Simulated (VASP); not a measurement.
# ZnO (P6_3mc) in VASP: notebook

Runs on ZnO. Level: PBE. Tasks: single point.

All numbers are computed with VASP 6.6.1; they aren't measurements. Logs are shortened: lines on timing, memory, paths and dates and some standing lists are left out, and cuts for length are marked.

**1. The cell of the first run**

It takes space group P6_3mc (No. 186, hexagonal). The conventional cell has a = 3.220 Å, b = 3.220 Å, c = 5.200 Å, α = 90.00°, β = 90.00°, γ = 120.00°. Within 2.6 Å of Zn (site symmetry 3m) lie 4 O at 1.95 to 1.97 Å. Within 2.6 Å of O (site symmetry 3m) lie 4 Zn at 1.95 to 1.97 Å.

**2. Single point, PBE**

INCAR reads:

```
SYSTEM = ZnO
ALGO = Normal
EDIFF = 1E-6
ENCUT = 520
GGA = PE
ISIF = 2
ISMEAR = -1
LASPH = .True.
LCHARG = .False.
LREAL = .False.
LWAVE = .False.
NBANDS = 26
NELM = 60
PREC = Accurate
SIGMA = 0.03
```

KPOINTS reads:

```
k-points
0
Gamma
  8 8 4
  0 0 0
```

POSCAR reads:

```
ZnO
1.0
    3.2199992200      0.0000000000      0.0000000000
   -1.6099996100      2.7886011300      0.0000000000
    0.0000000000      0.0000000000      5.2000000000
Zn O
2 2
Direct
    0.3333333300      0.6666666700      0.0000000000
    0.6666666700      0.3333333300      0.5000000000
    0.3333333300      0.6666666700      0.3750000000
    0.6666666700      0.3333333300      0.8750000000
```

Potentials or basis: VASP PAW PBE potentials, release 64 (Zn, O).

Run with:

```
cat potpaw_PBE.64/Zn/POTCAR potpaw_PBE.64/O/POTCAR > POTCAR
mpirun -np 1 vasp_std > vasp.out
```

OUTCAR:

```text
SYSTEM = ZnO
   EDIFF = 1E-6
   ENCUT = 520
   GGA = PE
   ISIF = 2
   ISMEAR = -1
   LASPH = .True.
   LREAL = .False.
   NELM = 60
   PREC = Accurate

 ion  position               nearest neighbor table
   1  0.333  0.667  0.000-   3 1.95   4 1.97   4 1.97   4 1.97
   2  0.667  0.333  0.500-   4 1.95   3 1.97   3 1.97   3 1.97
   3  0.333  0.667  0.375-   1 1.95   2 1.97   2 1.97   2 1.97
   4  0.667  0.333  0.875-   2 1.95   1 1.97   1 1.97   1 1.97

  LATTYP: Found a hexagonal cell.
 ALAT       =     3.2199992200
 C/A-ratio  =     1.6149072235

  Lattice vectors:

 A1 = (   3.2199992200,   0.0000000000,   0.0000000000)
 A2 = (  -1.6099996100,   2.7886011300,   0.0000000000)
 A3 = (   0.0000000000,   0.0000000000,   5.2000000000)

Analysis of symmetry for initial positions (statically):
=====================================================================
 Subroutine PRICEL returns:
 Original cell was already a primitive cell.

 Routine SETGRP: Setting up the symmetry group for a
 hexagonal supercell.

 Subroutine GETGRP returns: Found 12 space group operations
 (whereof  6 operations were pure point group operations)
 out of a pool of 24 trial point group operations.

The static configuration has the point symmetry C_3v.
 The point group associated with its full space group is C_6v.

Analysis of symmetry for dynamics (positions and initial velocities):
=====================================================================
 Subroutine PRICEL returns:
 Original cell was already a primitive cell.

 Routine SETGRP: Setting up the symmetry group for a
 hexagonal supercell.

 Subroutine GETGRP returns: Found 12 space group operations
 (whereof  6 operations were pure point group operations)
 out of a pool of 24 trial point group operations.

The dynamic configuration has the point symmetry C_3v.
 The point group associated with its full space group is C_6v.

 Subroutine INISYM returns: Found 12 space group operations
 (whereof  6 operations are pure point group operations),
 and found     1 'primitive' translations

----------------------------------------------------------------------------------------

                                     Primitive cell

  volume of cell :      46.6923

  direct lattice vectors                    reciprocal lattice vectors
     3.219999220  0.000000000  0.000000000     0.310559081  0.179301369  0.000000000
    -1.609999610  2.788601130  0.000000000     0.000000000  0.358602738  0.000000000
     0.000000000  0.000000000  5.200000000     0.000000000  0.000000000  0.192307692

  length of vectors
     3.219999220  3.219999225  5.200000000     0.358602738  0.358602738  0.192307692

  position of ions in fractional coordinates (direct lattice)
     0.333333330  0.666666670  0.000000000
     0.666666670  0.333333330  0.500000000
     0.333333330  0.666666670  0.375000000
     0.666666670  0.333333330  0.875000000

  ion indices of the primitive-cell ions
   primitive index   ion index
                 1           1
                 2           2
                 3           3
                 4           4

----------------------------------------------------------------------------------------

 KPOINTS: k-points

Automatic generation of k-mesh.
 Grid dimensions read from file:
 generate k-points for:    8    8    4

 Generating k-lattice:

  Cartesian coordinates                     Fractional coordinates (reciprocal lattice)
     0.038819885  0.022412671  0.000000000     0.125000000  0.000000000  0.000000000
     0.000000000  0.044825342  0.000000000     0.000000000  0.125000000  0.000000000
     0.000000000  0.000000000  0.048076923     0.000000000  0.000000000  0.250000000

  Length of vectors
     0.044825342  0.044825342  0.048076923

  Shift w.r.t. Gamma in fractional coordinates (k-lattice)
     0.000000000  0.000000000  0.000000000

 Subroutine IBZKPT returns following result:
 ===========================================

 Found     30 irreducible k-points:

 Following reciprocal coordinates:
            Coordinates               Weight
  0.000000  0.000000  0.000000      1.000000
  0.125000  0.000000  0.000000      6.000000
  0.250000  0.000000  0.000000      6.000000
  0.375000 -0.000000  0.000000      6.000000
  0.500000  0.000000  0.000000      3.000000
  0.125000  0.125000  0.000000      6.000000
[... 16 lines left out ...]
  0.250000  0.000000  0.500000      6.000000
  0.375000 -0.000000  0.500000      6.000000
 [... further k-points ...]
   k-points           NKPTS =     30   k-points in BZ     NKDIM =     30   number of bands    NBANDS=     26
   number of dos      NEDOS =    301   number of ions     NIONS =      4
   total plane-waves  NPLWV =  23040
   dimension x,y,z NGX =    24 NGY =   24 NGZ =   40
   dimension x,y,z NGXF=    48 NGYF=   48 NGZF=   80
   ions per type =               2   2
   NGX,Y,Z   is equivalent  to a cutoff of  12.39, 12.39, 12.79 a.u.
   NGXF,Y,Z  is equivalent  to a cutoff of  24.78, 24.78, 25.58 a.u.
 SYSTEM =  ZnO
   PREC   = accura    normal or accurate (medium, high low for compatibility)
   ISTART =      0    job   : 0-new  1-cont  2-samecut
   ICHARG =      2    charge: 1-file 2-atom 10-const
   ISPIN  =      1    spin polarized calculation?
   LNONCOLLINEAR =      F non collinear calculations
   LSORBIT =      F    spin-orbit coupling
   LASPH  =      T    aspherical Exc in radial PAW
   ENCUT  =  520.0 eV  38.22 Ry    6.18 a.u.   5.99  5.99  9.67*2*pi/ulx,y,z
   NELM   =     60;   NELMIN=  2; NELMDL= -5     # of ELM steps
   EDIFF  = 0.1E-05   stopping-criterion for ELM
   LREAL  =      F    real-space projection
   EDIFFG = 0.1E-04   stopping-criterion for IOM
   NSW    =      0    number of steps for IOM
   IBRION =     -1    ionic relax: 0-MD 1-quasi-New 2-CG
   NFREE  =      0    steps in history (QN), initial steepest desc. (CG)
   ISIF   =      2    stress and relaxation
   ISYM   =      2    0-nonsym 1-usesym 2-fastsym
   POTIM  = 0.5000    time-step for ionic-motion
   TEBEG  =    0.0;   TEEND  =   0.0 temperature during run
   PSTRESS=    0.0 pullay stress
   NELECT =      36.0000    total number of electrons
   NUPDOWN=      -1.0000    fix difference up-down
   EMIN   =  10.00;   EMAX   =-10.00  energy-range for DOS
   EFERMI =   0.00;   METHOD = LEGACY
   ISMEAR =    -1;   SIGMA  =   0.03  broadening in eV -4-tet -1-fermi 0-gaus
   EFERMI_NEDOS =   21; number of points for ismear=-14 and -15
   IALGO  =     38    algorithm
   IMIX   =      4    mixing-type and parameters
     AMIX     =   0.40;   BMIX     =  1.00
     AMIX_MAG =   1.60;   BMIX_MAG =  1.00
  volume/ion in A,a.u.               =      11.67        78.77
  Fermi-wavevector in a.u.,A,eV,Ry     =   1.501161  2.836782 30.660500  2.253483
  Thomas-Fermi vector in A             =   2.612567
   LORBIT       =      0    0 simple, 1 ext, 2 COOP (PROOUT), +10 PAW based schemes
   GGA     = PE    functional components
   LHFCALC =     F    Hartree Fock is set to
   AEXX    =    0.0000 exact exchange contribution
   IVDW    =     0    specifies the selected vdW correction
   LEPSILON=     F    determine dielectric tensor
   LRPA    =     F    only Hartree local field effects (RPA)
 non-spin polarized calculation
  energy-cutoff  :      520.00
  volume of cell :       46.69
 maximum number of plane-waves:      1282
 NGX is ok and might be reduce to    24
   NGX = 11   NGY = 11   NGZ = 19

 number of electron      36.0000008 magnetization

 Free energy of the ion-electron system (eV)
  ---------------------------------------------------
  ext. energy  EPLUGINS =         0.00000000
  ---------------------------------------------------
  free energy    TOTEN  =       -17.77673278 eV

  energy without entropy =      -17.77673277  energy(sigma->0) =      -17.77673277

 E-fermi :   1.7973     XC(G=0): -11.0153

 val. band max:        1.3792083427   @ k =   0.0000   0.0000   0.0000
 cond. band min:       2.1897664600   @ k =   0.0000   0.0000   0.0000
 fundamental gap:      0.8105581173
 Fermi energy:         1.7973459503

 k-point     1 :       0.0000    0.0000    0.0000
  band No.  band energies     occupation
      1     -16.8689      2.00000
      2     -16.1165      2.00000
      3      -4.4456      2.00000
      4      -4.4105      2.00000
      5      -4.3917      2.00000
      6      -4.3917      2.00000
[... 18 lines left out ...]
     25      15.7069      0.00000
     26      15.7069      0.00000

 k-point     2 :       0.1250    0.0000    0.0000
  band No.  band energies     occupation
      1     -16.7809      2.00000
      2     -16.0780      2.00000
      3      -4.5015      2.00000
      4      -4.3570      2.00000
      5      -4.3453      2.00000
      6      -4.3117      2.00000
[... 18 lines left out ...]
     25      15.7057      0.00000
     26      15.8520      0.00000

 k-point     3 :       0.2500    0.0000    0.0000
  band No.  band energies     occupation
      1     -16.5538      2.00000
      2     -15.9917      2.00000
      3      -4.6800      2.00000
      4      -4.3288      2.00000
      5      -4.2469      2.00000
      6      -4.1595      2.00000
[... 18 lines left out ...]
     25      14.8451      0.00000
     26      15.6853      0.00000

 k-point     4 :       0.3750   -0.0000    0.0000
  band No.  band energies     occupation
      1     -16.2911      2.00000
      2     -15.9289      2.00000
      3      -4.7372      2.00000
      4      -4.3948      2.00000
      5      -4.1767      2.00000
      6      -3.9446      2.00000
[... 18 lines left out ...]
     25      14.7474      0.00000
     26      15.6595      0.00000
[... 496 lines left out ...]
      1     -16.4375      2.00000
      2     -16.4375      2.00000
      3      -4.7206      2.00000
      4      -4.7206      2.00000
      5      -4.2773      2.00000
      6      -4.2773      2.00000
[... 18 lines left out ...]
     25      14.8260      0.00000
     26      14.8260      0.00000

 k-point    23 :       0.2500    0.0000    0.5000
  band No.  band energies     occupation
      1     -16.2736      2.00000
      2     -16.2736      2.00000
      3      -4.8034      2.00000
      4      -4.8034      2.00000
      5      -4.1525      2.00000
      6      -4.1525      2.00000
[... 18 lines left out ...]
     25      15.0419      0.00000
     26      15.0419      0.00000

 k-point    24 :       0.3750   -0.0000    0.5000
  band No.  band energies     occupation
      1     -16.1035      2.00000
      2     -16.1035      2.00000
      3      -4.8593      2.00000
      4      -4.8593      2.00000
      5      -3.9723      2.00000
      6      -3.9723      2.00000
[... 18 lines left out ...]
     25      15.1449      0.00000
     26      15.1449      0.00000

 [... further k-points ...]

------------------------ aborting loop because EDIFF is reached ----------------------------------------

  FORCE on cell =-STRESS in cart. coord.  units (eV):
  Direction    XX          YY          ZZ          XY          YZ          ZX
  --------------------------------------------------------------------------------------
  -------------------------------------------------------------------------------------
  Total        2.4421336      2.4421336      3.0900304      0.0000000     -0.0000000      0.0000000
  in kB       83.7981628     83.7981632    106.0297718      0.0000000     -0.0000000      0.0000000
  external PRESSURE =      91.2086993 kB  Pullay stress =       0.0000000 kB

 VOLUME and BASIS-vectors are now :
 -----------------------------------------------------------------------------
  energy-cutoff  :      520.00
  volume of cell :       46.69
      direct lattice vectors                 reciprocal lattice vectors
     3.219999220  0.000000000  0.000000000     0.310559081  0.179301369  0.000000000
    -1.609999610  2.788601130  0.000000000     0.000000000  0.358602738  0.000000000
     0.000000000  0.000000000  5.200000000     0.000000000  0.000000000  0.192307692

 POSITION                                       TOTAL-FORCE (eV/Angst)
 -----------------------------------------------------------------------------------
     -0.00000      1.85907      0.00000         0.000000      0.000000     -0.157647
      1.61000      0.92953      2.60000        -0.000000      0.000000     -0.157647
     -0.00000      1.85907      1.95000         0.000000     -0.000000      0.157647
      1.61000      0.92953      4.55000        -0.000000     -0.000000      0.157647
 -----------------------------------------------------------------------------------
    total drift:                               -0.000016      0.000010     -0.000341

  FREE ENERGIE OF THE ION-ELECTRON SYSTEM (eV)
  ---------------------------------------------------
  free  energy   TOTEN  =       -17.7767327816 eV

  energy  without entropy=      -17.7767327672  energy(sigma->0) =      -17.77673277
```

It took 14 s on 1 thread of Intel Xeon 6975P-C (Granite Rapids), shared host; peak memory 0.17 GiB.

What came out:

```yaml
Free_energy: -17.7767 eV
Pressure: 9.1 GPa
Largest_force: 0.158 eV/Å
Band_gap_on_the_k_mesh: 0.81 eV, direct
```

Forces on the atoms (eV/Å):
```
Zn   0.000  0.000 -0.158
Zn   0.000  0.000 -0.158
O    0.000  0.000  0.158
O    0.000  0.000  0.158
```

Stress tensor (GPa, compression positive):
```
 8.38  0.00  0.00
 0.00  8.38  0.00
 0.00  0.00 10.60
```

Levels at points of the mesh, in eV from the valence-band top:
```tsv
k point	band 16	band 17	band 18	band 19	band 20	band 21
(0.00, 0.00, 0.00)	-0.07	0.00	0.00	0.81	5.33	8.27
(0.50, 0.00, 0.00)	-2.33	-1.34	-0.81	5.86	6.89	7.57
(0.00, 0.00, 0.50)	-0.42	-0.42	-0.42	3.50	3.50	10.18
(0.50, 0.00, 0.50)	-1.52	-1.43	-1.43	5.73	5.73	8.53
```

As with any semilocal functional, this PBE gap is likely too small.

**3. Single point, PBE**

Changes to INCAR since step 2:

```diff
@@ -3,4 +3,5 @@
 EDIFF = 1E-6
-ENCUT = 520
+ENCUT = 910
 GGA = PE
+GGA_COMPAT = .False.
 ISIF = 2
@@ -12,3 +13,3 @@
 NBANDS = 26
-NELM = 60
+NELM = 120
 PREC = Accurate
```

KPOINTS is that of step 2.

POSCAR is that of step 2.

Potentials or basis: VASP PAW PBE potentials, release 64 (Zn, O_h).

Run with:

```
cat potpaw_PBE.64/Zn/POTCAR potpaw_PBE.64/O_h/POTCAR > POTCAR
mpirun -np 1 vasp_std > vasp.out
```

OUTCAR:

```text
SYSTEM = ZnO
   EDIFF = 1E-6
   ENCUT = 910
   GGA = PE
   ISIF = 2
   ISMEAR = -1
   LASPH = .True.
   LREAL = .False.
   NELM = 120
   PREC = Accurate

 ion  position               nearest neighbor table
   1  0.333  0.667  0.000-   3 1.95   4 1.97   4 1.97   4 1.97
   2  0.667  0.333  0.500-   4 1.95   3 1.97   3 1.97   3 1.97
   3  0.333  0.667  0.375-   1 1.95   2 1.97   2 1.97   2 1.97
   4  0.667  0.333  0.875-   2 1.95   1 1.97   1 1.97   1 1.97

  LATTYP: Found a hexagonal cell.
 ALAT       =     3.2199992200
 C/A-ratio  =     1.6149072235

[... 895 lines left out ...]
  --------------------------------------------------------------------------------------
  -------------------------------------------------------------------------------------
  Total        2.3382876      2.3382876      2.9828902      0.0000000      0.0000000      0.0000000
  in kB       80.2348426     80.2348429    102.3534149      0.0000000      0.0000000      0.0000000
  external PRESSURE =      87.6077002 kB  Pullay stress =       0.0000000 kB

 VOLUME and BASIS-vectors are now :
 -----------------------------------------------------------------------------
  energy-cutoff  :      910.00
  volume of cell :       46.69
      direct lattice vectors                 reciprocal lattice vectors
     3.219999220  0.000000000  0.000000000     0.310559081  0.179301369  0.000000000
    -1.609999610  2.788601130  0.000000000     0.000000000  0.358602738  0.000000000
     0.000000000  0.000000000  5.200000000     0.000000000  0.000000000  0.192307692

 POSITION                                       TOTAL-FORCE (eV/Angst)
 -----------------------------------------------------------------------------------
     -0.00000      1.85907      0.00000         0.000000     -0.000000     -0.156752
      1.61000      0.92953      2.60000        -0.000000      0.000000     -0.156752
     -0.00000      1.85907      1.95000         0.000000     -0.000000      0.156752
      1.61000      0.92953      4.55000        -0.000000      0.000000      0.156752
 -----------------------------------------------------------------------------------
    total drift:                               -0.000026      0.000015     -0.000352

  FREE ENERGIE OF THE ION-ELECTRON SYSTEM (eV)
  ---------------------------------------------------
  free  energy   TOTEN  =       -17.7903896180 eV

  energy  without entropy=      -17.7903896039  energy(sigma->0) =      -17.79038961
```

OSZICAR:

```text
N       E                     dE             d eps       ncg     rms          rms(c)
DAV:   1     0.397621952171E+03    0.39762E+03   -0.25466E+04  1568   0.296E+03
DAV:   2     0.481520106508E+02   -0.34947E+03   -0.32856E+03  1608   0.555E+02
DAV:   3    -0.177157440464E+02   -0.65868E+02   -0.63148E+02  1862   0.193E+02
DAV:   4    -0.209784101596E+02   -0.32627E+01   -0.32367E+01  1736   0.475E+01
DAV:   5    -0.210084938240E+02   -0.30084E-01   -0.30061E-01  1736   0.463E+00    0.153E+01
DAV:   6    -0.176052942006E+02    0.34032E+01   -0.60715E+00  2586   0.602E+01    0.929E+00
DAV:   7    -0.178344624015E+02   -0.22917E+00   -0.30553E+00  1796   0.165E+01    0.564E+00
DAV:   8    -0.178350676674E+02   -0.60527E-03   -0.52427E-01  2206   0.706E+00    0.182E+00
DAV:   9    -0.177882510389E+02    0.46817E-01   -0.91477E-02  2212   0.563E+00    0.426E-01
DAV:  10    -0.177902055068E+02   -0.19545E-02   -0.42780E-02  1588   0.164E+00    0.122E-01
DAV:  11    -0.177904097203E+02   -0.20421E-03   -0.14855E-03  1842   0.713E-01    0.387E-02
DAV:  12    -0.177903810656E+02    0.28655E-04   -0.35939E-04  1880   0.537E-01    0.139E-02
DAV:  13    -0.177903942956E+02   -0.13230E-04   -0.31670E-05  1772   0.771E-02    0.216E-02
DAV:  14    -0.177903897030E+02    0.45925E-05   -0.12293E-05  1812   0.345E-02    0.441E-03
DAV:  15    -0.177903896180E+02    0.84995E-07   -0.11611E-06  1156   0.912E-03
   1 F= -.17790390E+02 E0= -.17790390E+02  d E =-.141320E-07
```

Run time: 54 s. Hardware: 1 thread of AMD EPYC 7R13 (Zen 3), shared host; peak memory 0.23 GiB.

Results:

| Property | Result |
| --- | --- |
| Free energy | -17.7904 eV |
| Pressure | 8.8 GPa |
| Largest force | 0.157 eV/Å |
| Band gap on the k mesh | 0.81 eV, direct |

Forces on the atoms (eV/Å):
```
Zn   0.000  0.000 -0.157
Zn   0.000  0.000 -0.157
O    0.000  0.000  0.157
O    0.000  0.000  0.157
```

Caveat: the cutoff is under 1.25 times the usual one of these potentials, so pressure, stress and relaxed cells hold a basis-set (Pulay) error. A hybrid or GW would open this gap; PBE tends to underestimate it.
